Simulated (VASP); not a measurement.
Br: single point with LDA

Br:

```xyz
4
Lattice="4.0988 0.0000 0.0000 -2.0494 3.5497 0.0000 0.0000 0.0000 13.9000" Properties=species:S:1:pos:R:3 pbc="T T T"
Br    0.0000    2.3664    5.4307
Br    2.0494    1.1832   12.3807
Br    0.0000    2.3664    1.5193
Br    2.0494    1.1832    8.4693
```

```yaml
Program: VASP 6.6.1
Task: single point
Functional: LDA
Potentials_or_basis: VASP PAW LDA potentials, release 64 (Br)
Cutoff: 520 eV
k_mesh: 7 × 7 × 2
Occupations: fermi-dirac, width 0.1 eV
Spin: no spin polarisation
```

| Property | Result |
| --- | --- |
| Pressure | -3.9 GPa |
| Largest force | 0.199 eV/Å |
| Band gap on the k mesh | zero (band 14 reaches -3.15 eV, above the bottom of band 15 at -3.45 eV) |

Forces in eV/Å, atoms in the order of the input:
```
Br   0.000  0.000  0.199
Br   0.000  0.000  0.199
Br   0.000  0.000 -0.199
Br   0.000  0.000 -0.199
```

Stress tensor (GPa, compression positive):
```
-3.38  0.00  0.00
 0.00 -3.38  0.00
 0.00  0.00 -4.89
```

Levels at points of the mesh, in eV from the Fermi level:
```
           k point  band 11  band 12  band 13  band 14  band 15  band 16  band 17  band 18
(0.00, 0.00, 0.00)     0.04     0.16     0.16     0.19     0.23     0.23     5.75     6.98
(0.00, 0.00, 0.50)     0.00     0.00     0.20     0.20     0.20     0.20     6.17     6.17
```

Run time: 36 s on 1 thread of Intel(R) Xeon(R) Platinum 8488C (Sapphire Rapids), on a shared host, peak memory 0.23 GiB.
